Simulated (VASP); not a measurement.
A run of VASP 6.6.1 is set up as follows.

File INCAR:

```
SYSTEM = TiAl
ALGO     = Normal         ! electronic algorithm
EDIFF    = 1E-7           ! SCF threshold, eV
ENCUT    = 520            ! plane-wave cutoff, eV
GGA      = PE             ! functional
ISIF     = 2              ! what is computed and relaxed
ISMEAR   = 0              ! smearing method
LASPH    = .True.         ! aspherical terms in the spheres
LCHARG   = .True.         ! write CHGCAR
LELF     = .True.         ! ELF
LREAL    = .False.        ! projectors in reciprocal space
LVHAR    = .True.       
LWAVE    = .False.        ! write WAVECAR
NBANDS   = 14             ! bands
NELM     = 60             ! most SCF steps
PREC     = Accurate       ! precision mode
SIGMA    = 0.15           ! smearing width, eV
```

Contents of KPOINTS:

```
k-points
0
Gamma
  18 18 10
  0 0 0
```

Contents of POSCAR:

```
TiAl
1.0
    2.8809683428      0.0000000000      0.0000000000
   -1.4404841714      2.4949917724      0.0000000000
    0.0000000000      0.0000000000      4.3695000000
Ti Al
1 1
Direct
    0.0000000000      0.0000000000      0.0000000000
    0.3333333333      0.6666666667      0.5000000000
```

Potentials or basis: VASP PAW PBE potentials, release 64 (Ti_sv, Al).

Command:

```sh
$ cat potpaw_PBE.64/Ti_sv/POTCAR potpaw_PBE.64/Al/POTCAR > POTCAR
$ mpirun -np 1 vasp_std > vasp.out
```

(1) Estimate the pressure.

## Answers

(1) 8.6 GPa.
